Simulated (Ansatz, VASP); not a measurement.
**Ti in VASP and in Ansatz**

File INCAR:

```
SYSTEM = Ti
ALGO = Fast ; EDIFF = 1E-7
ENCUT = 520 ; GGA = PS
ISIF = 2 ; ISMEAR = 0
LASPH = .True. ; LCHARG = .False.
LREAL = .False. ; LWAVE = .False.
NBANDS = 12 ; NELM = 80
PREC = Accurate ; SIGMA = 0.15
```

The input KPOINTS:

```
k-points
0
Gamma
  22 22 22
  0 0 0
```

POSCAR

```
Ti
1.0
    0.0000000000      2.3434638167      1.5232514809
    2.3434638167      0.0000000000      1.5232514809
    2.3434638167      2.3434638167      0.0000000000
Ti
1
Direct
    0.0000000000      0.0000000000      0.0000000000
```

Input for Ansatz:

```yaml
crystal:
  lattice:
    - [0.0, 2.3434638167, 1.5232514809]
    - [2.3434638167, 0.0, 1.5232514809]
    - [2.3434638167, 2.3434638167, 0.0]
  atoms:
    - { symbol: Ti, position: [0.0, 0.0, 0.0] }
basis:
  ecutwfc: 420
kpoints:
  mp_grid: { grid: [22, 22, 22] }
hamiltonian:
  xc: pbesol
scf:
  occupations: { method: gaussian, width: 0.15 }
output:
  forces: true
  stress: true
  eigenvalues: true
```

Alike in both runs: task single point; functional PBEsol; k mesh 22 × 22 × 22; occupations gaussian, width 0.15 eV; no spin polarisation.

```csv
,VASP,Ansatz
version,VASP 6.6.1,Ansatz 0.2.0
potentials or method,"VASP PAW PBE potentials, release 64 (Ti_sv), cutoff 520 eV","scalar-relativistic, plane waves, PAW"
valence electrons in the cell,12,12
```

```tsv
	VASP	Ansatz	Ansatz less VASP
gap on the k mesh at the Fermi level (eV)	none	none	-
pressure (GPa)	-1.4	-1.1	+0.28
traceless stress, the component that is largest in VASP (GPa)	-1.62	-1.60	+0.013
```

VASP's potentials were made for PBE, not for PBEsol. A gap of «none» marks a metal or a gap that the smearing closes. With one functional, cell and mesh, what is left measures potentials, basis and numerics.
